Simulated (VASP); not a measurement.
Set up this calculation in VASP 6.6.1, as the native input.

| Item | Value |
| --- | --- |
| Task | single point |
| Functional | r2SCAN |
| Potentials or basis | VASP PAW PBE potentials, release 64 (Zn, Se) |
| Cutoff | 520 eV |
| k mesh | 6 × 6 × 6 |
| Occupations | gaussian, width 0.01 eV |
| Spin | non-collinear spin, zero start, spin-orbit coupling |
| Starting moments | [[0.0, 0.0, 0.0], [0.0, 0.0, 0.0]] μB |
| Dipole correction | no |
| Further INCAR settings | ALGO = Normal; EDIFF = 1e-07; NBANDS = 30 |

Crystal: ZnSe.

```xyz
2
Lattice="0.0000 2.8340 2.8340 2.8340 0.0000 2.8340 2.8340 2.8340 0.0000" Properties=species:S:1:pos:R:3 pbc="T T T"
Zn    0.0000    0.0000    0.0000
Se    1.4170    1.4170    1.4170
```

The input as run:

POSCAR

```
ZnSe
1.0
    0.0000000000      2.8340000000      2.8340000000
    2.8340000000      0.0000000000      2.8340000000
    2.8340000000      2.8340000000      0.0000000000
Zn Se
1 1
Direct
    0.0000000000      0.0000000000      0.0000000000
    0.2500000000      0.2500000000      0.2500000000
```

INCAR.step1

```
ALGO = Normal
EDIFF = 1E-4
ENCUT = 520
GGA = PE
GGA_COMPAT = False
ISMEAR = 0
LASPH = True
LCHARG = False
LREAL = False
LSORBIT = True
LWAVE = True
MAGMOM = 0 0 0 0 0 0
NBANDS = 30
NELM = 150
PREC = Accurate
SIGMA = 0.01
```

INCAR.step2

```
ALGO = Normal
EDIFF = 1E-7
ENCUT = 520
GGA_COMPAT = False
ISIF = 2
ISMEAR = 0
ISTART = 1
LASPH = True
LCHARG = False
LMIXTAU = True
LORBIT = 11
LORBMOM = True
LREAL = False
LSORBIT = True
LWAVE = False
MAGMOM = 0 0 0 0 0 0
METAGGA = R2SCAN
NBANDS = 30
NELM = 150
PREC = Accurate
SIGMA = 0.01
```

KPOINTS

```
k-points
0
Gamma
  6 6 6
```

Potentials or basis: VASP PAW PBE potentials, release 64 (Zn, Se).

Command:

```sh
$ cat potpaw_PBE.64/Zn/POTCAR potpaw_PBE.64/Se/POTCAR > POTCAR
$ cp INCAR.step1 INCAR
$ mpirun -np 1 vasp_ncl > vasp.out
$ cp INCAR.step2 INCAR
$ mpirun -np 1 vasp_ncl > vasp.out
```

Results of the run:

```yaml
Pressure: 0.0 GPa
Net_moment: 0.00 μB per cell
Valence_electrons_inside_the_program's_atomic_spheres: Zn 10.76; Se 3.94
```

Caveat: the PAW data sets were made with another functional, which shifts forces and pressure a little.

It took 12 min on 1 thread of Intel Xeon 8259CL, with other jobs on the host, peak memory 0.35 GiB.
